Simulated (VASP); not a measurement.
Wanted: the native input for a VASP 6.6.1 run.

| Quantity | Value |
| --- | --- |
| Task | electric field gradients |
| Functional | LDA |
| Potentials or basis | VASP PAW LDA potentials, release 64 (Li_sv, F) |
| Cutoff | 520 eV |
| k mesh | 10 × 10 × 10 |
| Occupations | fermi-dirac, width 0.03 eV |
| Spin | no spin polarisation |
| Dipole correction | no |
| Further INCAR settings | ALGO = Normal; EDIFF = 1e-08; NBANDS = 12 |

The structure of LiF lies in POSCAR:

```
LiF
1.0
    0.0000000000      1.9728864230      1.9728864230
    1.9728864230      0.0000000000      1.9728864230
    1.9728864230      1.9728864230      0.0000000000
Li F
1 1
Direct
    0.0000000000      0.0000000000      0.0000000000
    0.5000000000      0.5000000000      0.5000000000
```

This cell differs from its parent crystal: volume scaled by 0.94.

One way to write it, as run:

INCAR

```
SYSTEM = LiF
  ALGO = Normal
  EDIFF = 1E-8
  ENCUT = 520
  GGA = CA
  ISIF = 2
  ISMEAR = -1
  LASPH = .True.
  LCHARG = .False.
  LEFG = .True.
  LREAL = .False.
  LWAVE = .False.
  NBANDS = 12
  NELM = 60
  PREC = Accurate
  SIGMA = 0.03
```

KPOINTS

```
k-points
0
Gamma
  10 10 10
  0 0 0
```

Potentials or basis: VASP PAW LDA potentials, release 64 (Li_sv, F).

The run is started by

```sh
$ cat potpaw_LDA.64/Li_sv/POTCAR potpaw_LDA.64/F/POTCAR > POTCAR
$ mpirun -np 1 vasp_std > vasp.out
```

It gave:

The band gap on the k mesh is 9.41 eV, direct.

Caveat: without QUAD_EFG the Cq values of the log hold for a quadrupole moment of 1 mb, not for the nuclei.

Wall time 9.9 s on 1 thread of Intel Xeon 8259CL (shared host), peak memory 0.12 GiB.
